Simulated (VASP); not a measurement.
Input of a VASP 6.6.1 run:

Contents of POSCAR:

```
Mg3ZnSi4P8
1.0
   11.2223610000     -0.0000660000     -0.0000140000
   -0.0000660000     11.2211910000     -0.0000140000
   -0.0000120000     -0.0000120000     10.2801590000
Zn Mg Si P
4 12 16 32
Direct
    0.0005720000      0.9996050000      0.0009980000
    0.5016080000      0.7503750000      0.2502590000
    0.2486060000      0.9997290000      0.7500710000
    0.2502760000      0.2499250000      0.5006220000
    0.9989320000      0.5013770000      0.9980310000
    0.4995180000      0.9999600000      0.0008210000
    0.5018730000      0.5011530000      0.9996180000
    0.0005750000      0.2502320000      0.2475490000
    0.9983590000      0.7486320000      0.2511610000
    0.4993780000      0.2502260000      0.2521110000
    0.2504150000      0.4980280000      0.7540300000
    0.7514140000      0.0014950000      0.7483780000
    0.7508130000      0.4991280000      0.7489590000
    0.2516080000      0.7481500000      0.4986890000
    0.7503380000      0.2505200000      0.5000400000
    0.7483800000      0.7500700000      0.5032770000
    0.0065640000      0.0031430000      0.4993880000
    0.0051150000      0.4969700000      0.5029500000
    0.4940600000      0.0007350000      0.4983320000
    0.4972570000      0.5002540000      0.4988210000
    0.2509510000      0.9987640000      0.2505950000
    0.2539480000      0.5000400000      0.2475390000
    0.7500940000      0.9984780000      0.2504290000
    0.7482950000      0.5041620000      0.2508730000
    0.2485260000      0.2437750000      0.9987380000
    0.2498760000      0.7557440000      0.0034250000
    0.7530130000      0.2474560000      0.9982950000
    0.7512710000      0.7551080000      0.9995490000
    0.0065310000      0.2443620000      0.7507490000
    0.0041000000      0.7561070000      0.7515060000
    0.4952340000      0.2469510000      0.7458530000
    0.4961210000      0.7542000000      0.7510360000
    0.1403830000      0.1163180000      0.1207110000
    0.1450230000      0.6253960000      0.1246120000
    0.6463580000      0.1255360000      0.1265830000
    0.6417810000      0.6343230000      0.1293000000
    0.1204150000      0.1246060000      0.6239810000
    0.1071570000      0.6252500000      0.6286170000
    0.6032260000      0.1238470000      0.6215230000
    0.5997620000      0.6247580000      0.6280290000
    0.3551000000      0.3714050000      0.1211600000
    0.3626840000      0.8707240000      0.1332090000
    0.8523450000      0.3781640000      0.1236090000
    0.8613710000      0.8803870000      0.1210980000
    0.3675970000      0.1117400000      0.3783030000
    0.3814090000      0.6103700000      0.3671100000
    0.8752930000      0.1047100000      0.3763730000
    0.8764070000      0.6023760000      0.3797530000
    0.1337360000      0.3905760000      0.3788880000
    0.1260090000      0.8934970000      0.3740930000
    0.6251990000      0.3968150000      0.3762860000
    0.6177270000      0.8903290000      0.3711490000
    0.1246090000      0.3527670000      0.8783100000
    0.1260780000      0.8693500000      0.8776520000
    0.6240100000      0.3501630000      0.8717920000
    0.6250800000      0.8576510000      0.8728620000
    0.3874210000      0.3706320000      0.6189040000
    0.3866350000      0.8806770000      0.6296760000
    0.8997530000      0.3705590000      0.6276380000
    0.8993190000      0.8786350000      0.6233550000
    0.3692870000      0.1370690000      0.8691840000
    0.3727900000      0.6488680000      0.8775350000
    0.8827710000      0.1374100000      0.8793680000
    0.8760630000      0.6495340000      0.8735300000
```

The input INCAR.step1:

```
ALGO     = Normal         # electronic algorithm
EDIFF    = 1E-5           # SCF threshold, eV
ENCUT    = 520            # plane-wave cutoff, eV
GGA      = PE             # functional
ISIF     = 2              # what is computed and relaxed
ISMEAR   = -1             # smearing method
LASPH    = T              # aspherical terms in the spheres
LCHARG   = F              # write CHGCAR
LREAL    = Auto         
LUSENCCL = F            
LWAVE    = T              # write WAVECAR
NBANDS   = 186            # bands
NELM     = 80             # most SCF steps
PREC     = Accurate       # precision mode
SIGMA    = 0.05           # smearing width, eV
```

INCAR.step2

```
ALGO     = Normal         # electronic algorithm
EDIFF    = 1E-6           # SCF threshold, eV
ENCUT    = 520            # plane-wave cutoff, eV
GGA      = PE             # functional
HFSCREEN = 0.2079         # screening, 1/A
ISIF     = 2              # what is computed and relaxed
ISMEAR   = -1             # smearing method
ISTART   = 1            
LASPH    = T              # aspherical terms in the spheres
LCHARG   = F              # write CHGCAR
LHFCALC  = T              # exact exchange
LREAL    = Auto         
LUSENCCL = F            
LWAVE    = F              # write WAVECAR
NBANDS   = 186            # bands
NELM     = 80             # most SCF steps
PREC     = Accurate       # precision mode
PRECFOCK = Fast         
SIGMA    = 0.05           # smearing width, eV
```

Contents of KPOINTS:

```
k-points
0
Gamma
  1 1 1
```

Potentials or basis: VASP PAW PBE potentials, release 64 (Zn, Mg, Si, P).

Run with:

```bash
$ cat potpaw_PBE.64/Zn/POTCAR potpaw_PBE.64/Mg/POTCAR potpaw_PBE.64/Si/POTCAR potpaw_PBE.64/P/POTCAR > POTCAR
$ cp INCAR.step1 INCAR
$ mpirun -np 1 vasp_gam > vasp.out
$ cp INCAR.step2 INCAR
$ mpirun -np 1 vasp_gam > vasp.out
```

(1) Predict the largest force.

(2) What does it give for the band gap on the k mesh?

Answers

(1) 0.433 eV/Å.

(2) 1.98 eV.

Caveat: the k points lie up to 0.61 Å⁻¹ apart; the PAW data sets were made with another functional, which shifts forces and pressure a little; an odd mesh through Γ misses points on the zone boundary, where band edges can lie.
